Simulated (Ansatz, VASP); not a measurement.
Two plane-wave programs on AlAs

File POSCAR:

```
AlAs
1.0
    0.0000000000      2.8389251755      2.8389251755
    2.8389251755      0.0000000000      2.8389251755
    2.8389251755      2.8389251755      0.0000000000
Al As
1 1
Direct
    0.0000000000      0.0000000000      0.0000000000
    0.2500000000      0.2500000000      0.2500000000
```

Contents of INCAR.step1:

```
SYSTEM = AlAs
PREC = Accurate ; ENCUT = 550
ISMEAR = 0 ; SIGMA = 0.01
LREAL = .FALSE. ; LASPH = .TRUE.
NELM = 120 ; NBANDS = 11
GGA = PE ; ALGO = Normal
EDIFF = 1E-5 ; LWAVE = .TRUE.
LCHARG = .FALSE. ; GGA_COMPAT = .FALSE.
```

File INCAR.step2:

```
SYSTEM = AlAs
PREC = Accurate ; ENCUT = 550
EDIFF = 1E-6 ; ISMEAR = 0
SIGMA = 0.01 ; LREAL = .FALSE.
LASPH = .TRUE. ; NELM = 120
ALGO = Normal ; ISIF = 2
LWAVE = .FALSE. ; LCHARG = .FALSE.
METAGGA = R2SCAN ; LMIXTAU = .TRUE.
NBANDS = 11 ; ISTART = 1
GGA_COMPAT = .FALSE.
```

KPOINTS

```
regular mesh
0
G
  6 6 6
  0 0 0
```

Input for Ansatz:

```yaml
crystal:
  lattice:
    - [0.0, 2.8389251755, 2.8389251755]
    - [2.8389251755, 0.0, 2.8389251755]
    - [2.8389251755, 2.8389251755, 0.0]
  atoms:
    - { symbol: Al, position: [0.0, 0.0, 0.0] }
    - { symbol: As, position: [0.25, 0.25, 0.25] }
kpoints:
  mp_grid: { grid: [6, 6, 6] }
hamiltonian:
  xc: r2scan
scf:
  occupations: { method: fixed }
  n_extra_bands: 4
output:
  forces: true
  stress: true
  eigenvalues: true
```

Alike in both runs: task single point; functional r2SCAN; k mesh 6 × 6 × 6; no spin polarisation.

|  | VASP | Ansatz |
| --- | --- | --- |
| version | VASP 6.6.1 | Ansatz 0.2.0 |
| potentials or method | VASP PAW PBE potentials, release 64 (Al, As) | plane waves, PAW |
| plane-wave cutoff (eV) | 550 | 500 |
| occupations | gaussian, width 0.01 eV | fixed |
| valence electrons in the cell | 8 | 18 |

```tsv
	VASP	Ansatz	Ansatz less VASP
gap on the k mesh at the Fermi level (eV)	1.80	1.81	+0.009
pressure (GPa)	0.0	0.0	+0.04
```

VASP's potentials were made for PBE, not for r2SCAN. VASP's potentials hold 8 valence electrons a cell and Ansatz's 18, so a difference there can come from the potentials and not from the codes.
